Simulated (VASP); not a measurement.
Runs of VASP 6.6.1 on Bi. The structure is that of space group R-3m (No. 166), or close to it. The cells are those of the table. 

| task | level | potentials or basis | cell | k mesh | cutoff (eV) | gap on the mesh (eV) | pressure (GPa) | relaxed volume (Å³/atom) | largest force (eV/Å) |
| --- | --- | --- | --- | --- | --- | --- | --- | --- | --- |
| relaxation of cell and atoms | PBE+D3(BJ) | VASP PAW PBE potentials, release 64 (Bi_d) | relaxed from a = 4.729 Å, angles 57.3°, 2 atoms | 6 × 6 × 6 | 600 | none | 0.0 | 34.83 | - |
| single point | PBE | VASP PAW PBE potentials, release 64 (Bi_d) | a = 4.795 Å, angles 56.3°, 2 atoms | 8 × 8 × 8 | 520 | none | 1.8 | - | (a) |
| single point | PBE+D4 | VASP PAW PBE potentials, release 64 (Bi_d) | a = 4.714 Å, angles 57.4°, 2 atoms | 6 × 6 × 6 | 520 | none | 0.0 | - | 0.01 |
| single point | PBE+D3(BJ) | VASP PAW PBE potentials, release 64 (Bi_d) | a = 4.720 Å, angles 57.3°, 2 atoms | 6 × 6 × 6 | 520 | none | -0.1 | - | 0.01 |
| relaxation of cell and atoms | PBE+D4 | VASP PAW PBE potentials, release 64 (Bi_d) | relaxed from a = 4.720 Å, angles 57.3°, 2 atoms | 6 × 6 × 6 | 600 | none | 0.0 | 34.77 | - |
| single point | LDA | VASP PAW LDA potentials, release 64 (Bi_d) | a = 4.795 Å, angles 56.3°, 2 atoms | 8 × 8 × 8 | 520 | none | -1.7 | - | 0.07 |
| single point | r2SCAN+rVV10 | VASP PAW PBE potentials, release 64 (Bi_d) | a = 4.795 Å, angles 56.3°, 2 atoms | 6 × 6 × 6 | 520 | none | (b) | - | 0.01 |

Alike in all rows: no spin polarisation; smearing fermi-dirac 0.02 eV.

Problem. Fill in the values left out.

Solution. (a) 0.23; (b) 0.1.

Caveats: spin-orbit coupling is left out, which moves the levels of the heavy elements; pairwise dispersion overbinds metals, which lowers pressure and volume (some runs); the PAW data sets were made with another functional, which shifts forces and pressure a little (some runs).

A k mesh can miss the band edges, and the runs leave out spin-orbit coupling on Bi.

A gap of «none» marks levels without a gap at the run's occupations.
